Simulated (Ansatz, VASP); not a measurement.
Two plane-wave programs on GaSb3

```xyz
4
Lattice="-0.0487 3.6467 3.5128 3.5980 0.0000 3.4642 3.6467 3.6467 -0.0487" Properties=species:S:1:pos:R:3 pbc="T T T"
Ga    0.0000    0.0000    0.0000
Sb    1.7990    1.8233    1.7321
Sb    5.3970    5.4700    5.1962
Sb    3.5980    3.6467    3.4642
```

Change from the starting cell: engineering shear strain xz -0.0267, normal strain along z -0.0367.

Alike in both runs: task single point; functional PBEsol; k mesh 10 × 10 × 10; occupations gaussian, width 0.15 eV; no spin polarisation.

|  | VASP | Ansatz |
| --- | --- | --- |
| version | VASP 6.6.1 | Ansatz 0.2.0 |
| potentials or method | VASP PAW PBE potentials, release 64 (Ga_d, Sb), cutoff 520 eV | scalar-relativistic, plane waves, PAW |
| valence electrons in the cell | 28 | 58 |

```csv
,VASP,Ansatz,Ansatz less VASP
gap on the k mesh at the Fermi level (eV),none,none,-
pressure (GPa),2.9,2.8,-0.04
"traceless stress, the component that is largest in VASP (GPa)",1.22,1.20,-0.017
rms of the force components (eV/Å),0.033,0.032,-0.0007
```

VASP's potentials were made for PBE, not for PBEsol, and Ansatz warns of the same on its side. Atom by atom the forces differ by 0.001 eV/Å (rms over components). A gap of «none» marks a metal or a gap that the smearing closes. With one functional, cell and mesh, what is left measures potentials, basis and numerics. VASP's potentials hold 28 valence electrons a cell and Ansatz's 58, so a difference there can come from the potentials and not from the codes.

Spin-orbit coupling is off throughout.
